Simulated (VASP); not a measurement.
# Ag (Pm-3m) in VASP: density of states with PBE+D3(BJ)

Aim: the density of states of Ag with PBE+D3(BJ).

All numbers are computed with VASP 6.6.1; they aren't measurements. Logs are shortened: lines on timing, memory, paths and dates and some standing lists are left out, and cuts for length are marked.

## Step 1: The cell of the first run

The structure is cubic, space group Pm-3m (No. 221). The conventional cell has a = 2.701 Å, b = 2.701 Å, c = 2.701 Å, α = 90.00°, β = 90.00°, γ = 90.00°. Within 3.6 Å of Ag (site symmetry m-3m) lie 6 Ag at 2.70 Å.

## Step 2: Density of states, PBE+D3(BJ)

File POSCAR:

```
Ag
1.0
    2.7012499172      0.0000000000      0.0000000000
    0.0000000000      2.7012499172      0.0000000000
    0.0000000000      0.0000000000      2.7012499172
Ag
1
Direct
    0.5000000000      0.5000000000      0.5000000000
```

File INCAR.step1:

```
SYSTEM = Ag
PREC     = Accurate       ! precision mode
ENCUT    = 520            ! plane-wave cutoff, eV
EDIFF    = 1E-6           ! SCF threshold, eV
ISMEAR   = 0              ! smearing method
SIGMA    = 0.1            ! smearing width, eV
LREAL    = .False.        ! projectors in reciprocal space
LASPH    = .True.         ! aspherical terms in the spheres
NELM     = 60             ! most SCF steps
ALGO     = Fast           ! electronic algorithm
ISIF     = 2              ! what is computed and relaxed
LWAVE    = .False.        ! write WAVECAR
LCHARG   = .True.         ! write CHGCAR
LMAXMIX  = 4              ! l up to which the mixer works
GGA      = PE             ! functional
IVDW     = 12             ! dispersion correction
NBANDS   = 12             ! bands
```

File KPOINTS.step1:

```
Automatic mesh
0
Gamma
  20 20 20
  0 0 0
```

File INCAR.step2:

```
SYSTEM = Ag
PREC     = Accurate       ! precision mode
ENCUT    = 520            ! plane-wave cutoff, eV
EDIFF    = 1E-6           ! SCF threshold, eV
ISMEAR   = -5             ! smearing method
SIGMA    = 0.1            ! smearing width, eV
LREAL    = .False.        ! projectors in reciprocal space
LASPH    = .True.         ! aspherical terms in the spheres
NELM     = 60             ! most SCF steps
ALGO     = Fast           ! electronic algorithm
ISIF     = 2              ! what is computed and relaxed
LWAVE    = .False.        ! write WAVECAR
LCHARG   = .False.        ! write CHGCAR
LMAXMIX  = 4              ! l up to which the mixer works
GGA      = PE             ! functional
IVDW     = 12             ! dispersion correction
LORBIT   = 11             ! projections on sites
NEDOS    = 2001           ! points of the DOS
ICHARG   = 11             ! starting density
```

File KPOINTS.step2:

```
Automatic mesh
0
Gamma
  30 30 30
  0 0 0
```

Potentials or basis: VASP PAW PBE potentials, release 64 (Ag).

Launch:

```
> cat potpaw_PBE.64/Ag/POTCAR > POTCAR
> cp INCAR.step1 INCAR
> cp KPOINTS.step1 KPOINTS
> mpirun -np 1 vasp_std > vasp.out
> cp INCAR.step2 INCAR
> cp KPOINTS.step2 KPOINTS
> mpirun -np 1 vasp_std > vasp.out
```

OUTCAR:

```text
SYSTEM = Ag
   PREC = Accurate
   ENCUT = 520
   EDIFF = 1E-6
   ISMEAR = -5
   LREAL = .False.
   LASPH = .True.
   NELM = 60
   ISIF = 2
   GGA = PE
   IVDW = 12
   LORBIT = 11
   ICHARG = 11
 IVDW          = 12

 ion  position               nearest neighbor table
   1  0.500  0.500  0.500-

  LATTYP: Found a simple cubic cell.
 ALAT       =     2.7012499172

  Lattice vectors:

 A1 = (   2.7012499172,   0.0000000000,   0.0000000000)
 A2 = (   0.0000000000,   2.7012499172,   0.0000000000)
 A3 = (   0.0000000000,   0.0000000000,   2.7012499172)

Analysis of symmetry for initial positions (statically):
=====================================================================
 Subroutine PRICEL returns:
 Original cell was already a primitive cell.

 Routine SETGRP: Setting up the symmetry group for a
 simple cubic supercell.

 Subroutine GETGRP returns: Found 48 space group operations
 (whereof 48 operations were pure point group operations)
 out of a pool of 48 trial point group operations.

The static configuration has the point symmetry O_h .

Analysis of symmetry for dynamics (positions and initial velocities):
=====================================================================
 Subroutine PRICEL returns:
 Original cell was already a primitive cell.

 Routine SETGRP: Setting up the symmetry group for a
 simple cubic supercell.

 Subroutine GETGRP returns: Found 48 space group operations
 (whereof 48 operations were pure point group operations)
 out of a pool of 48 trial point group operations.

The dynamic configuration has the point symmetry O_h .

 Subroutine INISYM returns: Found 48 space group operations
 (whereof 48 operations are pure point group operations),
 and found     1 'primitive' translations

----------------------------------------------------------------------------------------

                                     Primitive cell

  volume of cell :      19.7103

  direct lattice vectors                    reciprocal lattice vectors
     2.701249917  0.000000000  0.000000000     0.370198993  0.000000000  0.000000000
     0.000000000  2.701249917  0.000000000     0.000000000  0.370198993  0.000000000
     0.000000000  0.000000000  2.701249917     0.000000000  0.000000000  0.370198993

  length of vectors
     2.701249917  2.701249917  2.701249917     0.370198993  0.370198993  0.370198993

  position of ions in fractional coordinates (direct lattice)
     0.500000000  0.500000000  0.500000000

  ion indices of the primitive-cell ions
   primitive index   ion index
                 1           1

----------------------------------------------------------------------------------------

 KPOINTS: Automatic mesh

Automatic generation of k-mesh.
 Grid dimensions read from file:
 generate k-points for:   30   30   30

 Generating k-lattice:

  Cartesian coordinates                     Fractional coordinates (reciprocal lattice)
     0.012339966  0.000000000  0.000000000     0.033333333  0.000000000  0.000000000
     0.000000000  0.012339966  0.000000000     0.000000000  0.033333333  0.000000000
     0.000000000  0.000000000  0.012339966     0.000000000  0.000000000  0.033333333

  Length of vectors
     0.012339966  0.012339966  0.012339966

  Shift w.r.t. Gamma in fractional coordinates (k-lattice)
     0.000000000  0.000000000  0.000000000

 TETIRR: Found  13472 inequivalent tetrahedra from   162000

 Subroutine IBZKPT returns following result:
 ===========================================

 Found    816 irreducible k-points:

 Following reciprocal coordinates:
            Coordinates               Weight
  0.000000  0.000000  0.000000      1.000000
  0.033333  0.000000  0.000000      6.000000
  0.066667  0.000000  0.000000      6.000000
  0.100000  0.000000  0.000000      6.000000
  0.133333  0.000000  0.000000      6.000000
  0.166667  0.000000  0.000000      6.000000
[... 16 lines left out ...]
  0.233333  0.033333  0.000000     24.000000
  0.266667  0.033333  0.000000     24.000000
 [... further k-points ...]
   k-points           NKPTS =    816   k-points in BZ     NKDIM =    816   number of bands    NBANDS=      9
   number of dos      NEDOS =   2001   number of ions     NIONS =      1
   total plane-waves  NPLWV =   8000
   dimension x,y,z NGX =    20 NGY =   20 NGZ =   20
   dimension x,y,z NGXF=    40 NGYF=   40 NGZF=   40
   ions per type =               1
   NGX,Y,Z   is equivalent  to a cutoff of  12.31, 12.31, 12.31 a.u.
   NGXF,Y,Z  is equivalent  to a cutoff of  24.62, 24.62, 24.62 a.u.
 SYSTEM =  Ag
   PREC   = accura    normal or accurate (medium, high low for compatibility)
   ISTART =      0    job   : 0-new  1-cont  2-samecut
   ICHARG =     11    charge: 1-file 2-atom 10-const
   ISPIN  =      1    spin polarized calculation?
   LNONCOLLINEAR =      F non collinear calculations
   LSORBIT =      F    spin-orbit coupling
   LASPH  =      T    aspherical Exc in radial PAW
   ENCUT  =  520.0 eV  38.22 Ry    6.18 a.u.   5.02  5.02  5.02*2*pi/ulx,y,z
   NELM   =     60;   NELMIN=  2; NELMDL=  0     # of ELM steps
   EDIFF  = 0.1E-05   stopping-criterion for ELM
   LREAL  =      F    real-space projection
   EDIFFG = 0.1E-04   stopping-criterion for IOM
   NSW    =      0    number of steps for IOM
   IBRION =     -1    ionic relax: 0-MD 1-quasi-New 2-CG
   NFREE  =      0    steps in history (QN), initial steepest desc. (CG)
   ISIF   =      2    stress and relaxation
   ISYM   =      2    0-nonsym 1-usesym 2-fastsym
   POTIM  = 0.5000    time-step for ionic-motion
   TEBEG  =    0.0;   TEEND  =   0.0 temperature during run
   PSTRESS=    0.0 pullay stress
   NELECT =      11.0000    total number of electrons
   NUPDOWN=      -1.0000    fix difference up-down
   EMIN   =  10.00;   EMAX   =-10.00  energy-range for DOS
   EFERMI =   0.00;   METHOD = LEGACY
   ISMEAR =    -5;   SIGMA  =   0.10  broadening in eV -4-tet -1-fermi 0-gaus
   EFERMI_NEDOS =   21; number of points for ismear=-14 and -15
   IALGO  =     68    algorithm
   IMIX   =      4    mixing-type and parameters
     AMIX     =   0.40;   BMIX     =  1.00
     AMIX_MAG =   1.60;   BMIX_MAG =  1.00
  volume/ion in A,a.u.               =      19.71       133.01
  Fermi-wavevector in a.u.,A,eV,Ry     =   1.347848  2.547064 24.717630  1.816695
  Thomas-Fermi vector in A             =   2.475565
   LORBIT       =     11    0 simple, 1 ext, 2 COOP (PROOUT), +10 PAW based schemes
   GGA     = PE    functional components
   LHFCALC =     F    Hartree Fock is set to
   AEXX    =    0.0000 exact exchange contribution
   IVDW    =    12    specifies the selected vdW correction
   LEPSILON=     F    determine dielectric tensor
   LRPA    =     F    only Hartree local field effects (RPA)
 non-spin polarized calculation
 RMM-DIIS sequential band-by-band and
 Fermi weights with tetrahedron method with Bloechl corrections
  energy-cutoff  :      520.00
  volume of cell :       19.71
 maximum number of plane-waves:       552

 number of electron      10.9999991 magnetization

 Free energy of the ion-electron system (eV)
  ---------------------------------------------------
  ext. energy  EPLUGINS =         0.00000000
  ---------------------------------------------------
  free energy    TOTEN  =        -2.37421481 eV

  energy without entropy =       -2.37421481  energy(sigma->0) =       -2.37421481

 E-fermi :   6.5252     XC(G=0): -11.2724

 val. band max:        6.5582350645   @ k =   0.5000   0.1000   0.0667
 cond. band min:       6.5222587368   @ k =   0.3667   0.3333   0.0667
 fundamental gap:     -0.0359763277
 Fermi energy:         6.5252466763

 k-point     1 :       0.0000    0.0000    0.0000
  band No.  band energies     occupation
      1      -0.1553      2.00000
      2       0.5600      2.00000
      3       0.5600      2.00000
      4       3.7281      2.00000
      5       3.7281      2.00000
      6       3.7281      2.00000
      7      20.8278      0.00000
      8      20.8278      0.00000
      9      20.8278      0.00000

 k-point     2 :       0.0333    0.0000    0.0000
  band No.  band energies     occupation
      1      -0.1292      2.00000
      2       0.5633      2.00000
      3       0.5772      2.00000
      4       3.7155      2.00000
      5       3.7155      2.00000
      6       3.7291      2.00000
      7      20.5410      0.00000
      8      20.8674      0.00000
      9      20.8675      0.00000

 k-point     3 :       0.0667    0.0000    0.0000
  band No.  band energies     occupation
      1      -0.0538      2.00000
      2       0.5733      2.00000
      3       0.6310      2.00000
      4       3.6786      2.00000
      5       3.6786      2.00000
      6       3.7321      2.00000
      7      19.8234      0.00000
      8      20.9854      0.00000
      9      20.9854      0.00000

 k-point     4 :       0.1000    0.0000    0.0000
  band No.  band energies     occupation
      1       0.0616      2.00000
      2       0.5896      2.00000
      3       0.7289      2.00000
      4       3.6194      2.00000
      5       3.6194      2.00000
      6       3.7370      2.00000
      7      18.8933      0.00000
      8      21.1790      0.00000
      9      21.1790      0.00000
[... 205 lines left out ...]
 k-point    22 :       0.2000    0.0333    0.0000
  band No.  band energies     occupation
      1       0.5041      2.00000
      2       0.6823      2.00000
      3       1.4261      2.00000
      4       3.3361      2.00000
      5       3.3472      2.00000
      6       3.7486      2.00000
      7      15.8134      0.00000
      8      21.8013      0.00000
      9      22.2048      0.00000

 k-point    23 :       0.2333    0.0333    0.0000
  band No.  band energies     occupation
      1       0.6278      2.00000
      2       0.7157      2.00000
      3       1.8079      2.00000
      4       3.2324      2.00000
      5       3.2399      2.00000
      6       3.7584      2.00000
      7      14.7794      0.00000
      8      22.2068      0.00000
      9      22.6471      0.00000

 k-point    24 :       0.2667    0.0333    0.0000
  band No.  band energies     occupation
      1       0.7347      2.00000
      2       0.7587      2.00000
      3       2.2493      2.00000
      4       3.1324      2.00000
      5       3.1358      2.00000
      6       3.7684      2.00000
      7      13.7670      0.00000
      8      22.6406      0.00000
      9      23.1331      0.00000

 [... further k-points ...]

------------------------ aborting loop because EDIFF is reached ----------------------------------------

 Edisp (eV)   -0.51441

 E8    (eV) :    -0.2269

  FORCE on cell =-STRESS in cart. coord.  units (eV):
  Direction    XX          YY          ZZ          XY          YZ          ZX
  --------------------------------------------------------------------------------------
  -------------------------------------------------------------------------------------
  Total       0.00042     0.00042     0.00042     0.00000     0.00000     0.00000
  in kB       0.03443     0.03443     0.03443     0.00000     0.00000     0.00000
  external pressure =        0.03 kB  Pullay stress =        0.00 kB

 VOLUME and BASIS-vectors are now :
 -----------------------------------------------------------------------------
  energy-cutoff  :      520.00
  volume of cell :       19.71
      direct lattice vectors                 reciprocal lattice vectors
     2.701249917  0.000000000  0.000000000     0.370198993  0.000000000  0.000000000
     0.000000000  2.701249917  0.000000000     0.000000000  0.370198993  0.000000000
     0.000000000  0.000000000  2.701249917     0.000000000  0.000000000  0.370198993

 POSITION                                       TOTAL-FORCE (eV/Angst)
 -----------------------------------------------------------------------------------
      1.35062      1.35062      1.35062         0.000000      0.000000      0.000000
 -----------------------------------------------------------------------------------
    total drift:                                0.000000      0.000000      0.000000

  FREE ENERGIE OF THE ION-ELECTRON SYSTEM (eV)
  ---------------------------------------------------
  free  energy   TOTEN  =        -2.8886262888 eV

  energy  without entropy=       -2.8886262888  energy(sigma->0) =       -2.88862629

 total charge

# of ion       s       p       d       tot
------------------------------------------
    1        0.445   0.250   9.184   9.878
```

Wall time 67 s (1 thread of Intel Xeon Platinum 8259CL at 2.50GHz (Skylake/Cascade Lake), shared host); peak memory 0.27 GiB.

What came out:

```
Valence electrons inside the program's atomic spheres : Ag 9.88
Dispersion energy per atom                            : -0.514 eV
```

Caveat: pairwise dispersion overbinds metals, which lowers pressure and volume; tetrahedron occupations give inexact forces and stress in metals.
